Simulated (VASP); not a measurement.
# Ni (Fm-3m) in VASP: a series of runs, part 2 of 2

VASP 6.6.1.

## (5) Single point, r2SCAN, collinear spin, ferromagnetic start

The input, POSCAR:

```
Ni
1.0
    0.0000000000      1.7672500000      1.7672500000
    1.7672500000      0.0000000000      1.7672500000
    1.7672500000      1.7672500000      0.0000000000
Ni
1
Direct
    0.0000000000      0.0000000000      0.0000000000
```

The input, INCAR.step1:

```
  PREC = Accurate
  ENCUT = 520
  ISMEAR = -1
  SIGMA = 0.003
  LREAL = F
  LASPH = T
  NELM = 150
  ISPIN = 2
  MAGMOM = 2
  LMAXMIX = 4
  NBANDS = 15
  GGA = PE
  ALGO = Normal
  EDIFF = 1E-4
  LWAVE = T
  LCHARG = F
```

The input, INCAR.step2:

```
  PREC = Accurate
  ENCUT = 520
  EDIFF = 1E-6
  ISMEAR = -1
  SIGMA = 0.003
  LREAL = F
  LASPH = T
  NELM = 150
  ALGO = Normal
  ISIF = 2
  LWAVE = F
  LCHARG = F
  ISPIN = 2
  MAGMOM = 2
  LORBIT = 11
  LMAXMIX = 4
  METAGGA = R2SCAN
  LMIXTAU = T
  NBANDS = 15
  ISTART = 1
```

The input, KPOINTS:

```
regular mesh
0
Gamma
  14 14 14
```

The run is started by

```sh
$ cat potpaw_PBE.64/Ni/POTCAR > POTCAR
$ cp INCAR.step1 INCAR
$ mpirun -np 1 vasp_std > vasp.out
$ cp INCAR.step2 INCAR
$ mpirun -np 1 vasp_std > vasp.out
```

Wall time 7.5 min (1 thread of AMD EPYC 7R13, shared host); peak memory 0.12 GiB.

It converged, with:

```yaml
Free_energy: -11.9285 eV
Pressure: -8.8 GPa
Net_moment: 0.75 μB per cell
Site_moments: Ni +0.78 μB
Valence_electrons_inside_the_program's_atomic_spheres: Ni 9.32
```

Levels at points of the mesh, in eV from the Fermi level:
Spin up:
| k point | band 3 | band 4 | band 5 | band 6 | band 7 | band 8 |
| --- | --- | --- | --- | --- | --- | --- |
| (0.00, 0.00, 0.00) | -2.99 | -2.99 | -1.70 | -1.70 | 24.36 | 28.39 |
| (0.50, 0.00, 0.00) | -2.90 | -1.14 | -1.14 | -0.42 | 5.47 | 22.82 |
| (0.50, 0.50, 0.00) | -1.08 | -1.08 | -1.01 | 2.43 | 9.16 | 15.22 |
Spin down:
```tsv
k point	band 2	band 3	band 4	band 5	band 6	band 7
(0.00, 0.00, 0.00)	-1.59	-1.59	-1.59	-0.94	-0.94	24.09
(0.50, 0.00, 0.00)	-1.95	-1.95	-0.66	0.15	0.15	6.19
(0.50, 0.50, 0.00)	-3.62	-0.21	0.52	0.52	2.16	9.51
```

Caveat: the PAW data sets were made with another functional, which shifts forces and pressure a little.

## (6) Single point, r2SCAN, collinear spin, ferromagnetic start

POSCAR is that of step 5.

The input, INCAR.step1:

```
SYSTEM = Ni
ALGO = Normal ; EDIFF = 1E-4
ENCUT = 520 ; GGA = PE
ISMEAR = -5 ; ISPIN = 2
LASPH = .TRUE. ; LCHARG = .FALSE.
LMAXMIX = 4 ; LREAL = .FALSE.
LWAVE = .TRUE. ; MAGMOM = 2
NBANDS = 15 ; NELM = 150
PREC = Accurate ; SIGMA = 0.1
```

The input, INCAR.step2:

```
SYSTEM = Ni
ALGO = Normal ; EDIFF = 1E-6
ENCUT = 520 ; ISIF = 2
ISMEAR = -5 ; ISPIN = 2
ISTART = 1 ; LASPH = .TRUE.
LCHARG = .FALSE. ; LMAXMIX = 4
LMIXTAU = .TRUE. ; LORBIT = 11
LREAL = .FALSE. ; LWAVE = .FALSE.
MAGMOM = 2 ; METAGGA = R2SCAN
NBANDS = 15 ; NELM = 150
PREC = Accurate ; SIGMA = 0.1
```

The input, KPOINTS:

```
k-points
0
G
  14 14 14
  0 0 0
```

Potentials or basis: VASP PAW PBE potentials, release 64 (Ni).

The run is started by

```sh
$ cat potpaw_PBE.64/Ni/POTCAR > POTCAR
$ cp INCAR.step1 INCAR
$ mpirun -np 1 vasp_std > vasp.out
$ cp INCAR.step2 INCAR
$ mpirun -np 1 vasp_std > vasp.out
```

OUTCAR:

```text
SYSTEM = Ni
   EDIFF = 1E-6
   ENCUT = 520
   ISIF = 2
   ISMEAR = -5
   ISPIN = 2
   ISTART = 1
   LASPH = .TRUE.
   LORBIT = 11
   LREAL = .FALSE.
   METAGGA = R2SCAN
   NELM = 150
   PREC = Accurate

 ion  position               nearest neighbor table
   1  0.000  0.000  0.000-

  LATTYP: Found a face centered cubic cell.
 ALAT       =     3.5345000000

  Lattice vectors:

 A1 = (   0.0000000000,   1.7672500000,   1.7672500000)
 A2 = (   1.7672500000,   0.0000000000,   1.7672500000)
 A3 = (   1.7672500000,   1.7672500000,   0.0000000000)

Analysis of symmetry for initial positions (statically):
=====================================================================
 Subroutine PRICEL returns:
 Original cell was already a primitive cell.

 Routine SETGRP: Setting up the symmetry group for a
 face centered cubic supercell.

 Subroutine GETGRP returns: Found 48 space group operations
 (whereof 48 operations were pure point group operations)
 out of a pool of 48 trial point group operations.

The static configuration has the point symmetry O_h .

Analysis of symmetry for dynamics (positions and initial velocities):
=====================================================================
 Subroutine PRICEL returns:
 Original cell was already a primitive cell.

 Routine SETGRP: Setting up the symmetry group for a
 face centered cubic supercell.

 Subroutine GETGRP returns: Found 48 space group operations
 (whereof 48 operations were pure point group operations)
 out of a pool of 48 trial point group operations.

The dynamic configuration has the point symmetry O_h .

Analysis of structural, dynamic, and magnetic symmetry:
=====================================================================
 Subroutine PRICEL returns:
 Original cell was already a primitive cell.

 Routine SETGRP: Setting up the symmetry group for a
 face centered cubic supercell.

 Subroutine GETGRP returns: Found 48 space group operations
[... 162 lines left out ...]
      1      -0.1762      1.00000
      2       6.2155      1.00000
      3       6.2156      1.00000
      4       6.2156      1.00000
      5       7.4924      1.00000
      6       7.4924      1.00000
      7      33.5352      0.00000
      8      37.5666      0.00000
      9      37.5666      0.00000
     10      37.5669      0.00000
     11      40.1386      0.00000
     12      40.1386      0.00000
     13      40.1386      0.00000
     14      43.6306      0.00000
[... 403 lines left out ...]
      4       6.7289      1.00000
      5       7.4108      1.00000
      6       7.7929      1.00000
      7      24.9182      0.00000
      8      30.6730      0.00000
      9      31.3680      0.00000
     10      34.1224      0.00000
     11      39.3955      0.00000
     12      43.4779      0.00000
     13      45.5274      0.00000
     14      47.6404      0.00000
     15      51.2258      0.00000

 [... further k-points ...]

 spin component 2

 k-point     1 :       0.0000    0.0000    0.0000
  band No.  band energies     occupation
      1      -0.4455      1.00000
      2       7.5561      1.00000
      3       7.5561      1.00000
      4       7.5562      1.00000
      5       8.2217      1.00000
      6       8.2217      1.00000
      7      33.2495      0.00000
      8      37.6659      0.00000
      9      37.6661      0.00000
     10      37.6661      0.00000
     11      40.4333      0.00000
     12      40.4333      0.00000
     13      40.4333      0.00000
     14      43.6996      0.00000
[... 403 lines left out ...]
      4       7.9053      1.00000
      5       8.5230      1.00000
      6       8.7460      1.05131
      7      25.1068      0.00000
      8      30.8707      0.00000
      9      31.3573      0.00000
     10      34.2876      0.00000
     11      39.7178      0.00000
     12      43.6268      0.00000
     13      45.7361      0.00000
     14      47.9348      0.00000
     15      52.5079      0.00000

 [... further k-points ...]

------------------------ aborting loop because EDIFF is reached ----------------------------------------

  FORCE on cell =-STRESS in cart. coord.  units (eV):
  Direction    XX          YY          ZZ          XY          YZ          ZX
  --------------------------------------------------------------------------------------
  -------------------------------------------------------------------------------------
  Total       -0.6361277     -0.6361277     -0.6361277     -0.0000000     -0.0000000     -0.0000000
  in kB      -92.3274640    -92.3274640    -92.3274640     -0.0000000     -0.0000000     -0.0000000
  external PRESSURE =     -92.3274640 kB  Pullay stress =       0.0000000 kB

 VOLUME and BASIS-vectors are now :
 -----------------------------------------------------------------------------
  energy-cutoff  :      520.00
  volume of cell :       11.04
      direct lattice vectors                 reciprocal lattice vectors
     0.000000000  1.767250000  1.767250000    -0.282925449  0.282925449  0.282925449
     1.767250000  0.000000000  1.767250000     0.282925449 -0.282925449  0.282925449
     1.767250000  1.767250000  0.000000000     0.282925449  0.282925449 -0.282925449

 POSITION                                       TOTAL-FORCE (eV/Angst)
 -----------------------------------------------------------------------------------
      0.00000      0.00000      0.00000         0.000000      0.000000      0.000000
 -----------------------------------------------------------------------------------
    total drift:                               -0.000000     -0.000000     -0.000000

  FREE ENERGIE OF THE ION-ELECTRON SYSTEM (eV)
  ---------------------------------------------------
  free  energy   TOTEN  =       -11.9287084868 eV

  energy  without entropy=      -11.9287084868  energy(sigma->0) =      -11.92870849

 total charge

# of ion       s       p       d       tot
------------------------------------------
    1        0.507   0.505   8.308   9.319

 magnetization (x)

# of ion       s       p       d       tot
------------------------------------------
    1       -0.011  -0.044   0.800   0.745
```

OSZICAR.step1:

```text
N       E                     dE             d eps       ncg     rms          rms(c)
DAV:   1     0.339606924116E+02    0.33961E+02   -0.44919E+03  6526   0.913E+02
DAV:   2    -0.480122591654E+01   -0.38762E+02   -0.35728E+02  7080   0.162E+02
DAV:   3    -0.631402153658E+01   -0.15128E+01   -0.15032E+01  7542   0.316E+01
DAV:   4    -0.632305518189E+01   -0.90336E-02   -0.90308E-02  7719   0.234E+00
DAV:   5    -0.632316799408E+01   -0.11281E-03   -0.11277E-03  7678   0.236E-01    0.110E+01
DAV:   6    -0.585675361221E+01    0.46641E+00   -0.13366E+01  9005   0.418E+01    0.641E+00
DAV:   7    -0.548355464150E+01    0.37320E+00   -0.27369E+00  8383   0.162E+01    0.175E+00
DAV:   8    -0.547273880848E+01    0.10816E-01   -0.22210E-02  7378   0.903E-01    0.957E-01
DAV:   9    -0.546940618737E+01    0.33326E-02   -0.20728E-03  9439   0.269E-01    0.347E-01
DAV:  10    -0.546835093016E+01    0.10553E-02   -0.13153E-03  8116   0.214E-01    0.428E-02
DAV:  11    -0.546841146593E+01   -0.60536E-04   -0.30301E-05  4849   0.474E-02
   1 F= -.54684115E+01 E0= -.54684115E+01  d E =0.000000E+00  mag=     0.6151
```

It took 6.7 min on 1 thread of AMD EPYC 7R13, shared host; peak memory 0.12 GiB.

What came out:

| Property | Result |
| --- | --- |
| Free energy | -11.9287 eV |
| Pressure | -9.2 GPa |
| Net moment | 0.72 μB per cell |
| Site moments | Ni +0.74 μB |
| Valence electrons inside the program's atomic spheres | Ni 9.32 |

Levels at points of the mesh, in eV from the Fermi level:
Spin up:
```tsv
k point	band 3	band 4	band 5	band 6	band 7	band 8
(0.00, 0.00, 0.00)	-2.93	-2.93	-1.65	-1.65	24.39	28.42
(0.50, 0.00, 0.00)	-2.84	-1.08	-1.08	-0.39	5.51	22.84
(0.50, 0.50, 0.00)	-1.02	-1.02	-0.96	2.46	9.20	15.25
```
Spin down:
```
           k point  band 1  band 2  band 3  band 4  band 5  band 6  band 7  band 8
(0.00, 0.00, 0.00)   -9.59   -1.59   -1.59   -1.59   -0.92   -0.92   24.11   28.52
(0.50, 0.00, 0.00)   -4.55   -1.94   -1.94   -0.63    0.16    0.16    6.20   22.71
(0.50, 0.50, 0.00)   -4.58   -3.61   -0.19    0.52    0.52    2.18    9.53   15.29
```

Caveat: the PAW data sets were made with another functional, which shifts forces and pressure a little; tetrahedron occupations give inexact forces and stress in metals.

## (7) Overview

| smearing | gap on the mesh (eV) | pressure (GPa) | moment (μB) |
| --- | --- | --- | --- |
| fermi-dirac 0.1 eV | none | -8.6 | 0.74 |
| fermi-dirac 0.01 eV | none | -8.8 | 0.75 |
| fermi-dirac 0.003 eV | none | -8.8 | 0.75 |
| tetrahedron | none | -9.2 | 0.72 |

Alike in all rows: task single point; level r2SCAN; potentials or basis VASP PAW PBE potentials, release 64 (Ni); spin collinear, ferromagnetic start; cell as given; k mesh 14 × 14 × 14; cutoff (eV) 520.

Every run on the cell as given and a fine mesh finds a metal.

Caveats: the PAW data sets were made with another functional, which shifts forces and pressure a little; tetrahedron occupations give inexact forces and stress in metals (some runs).

Absolute energies hang on the potentials; compare differences alone.
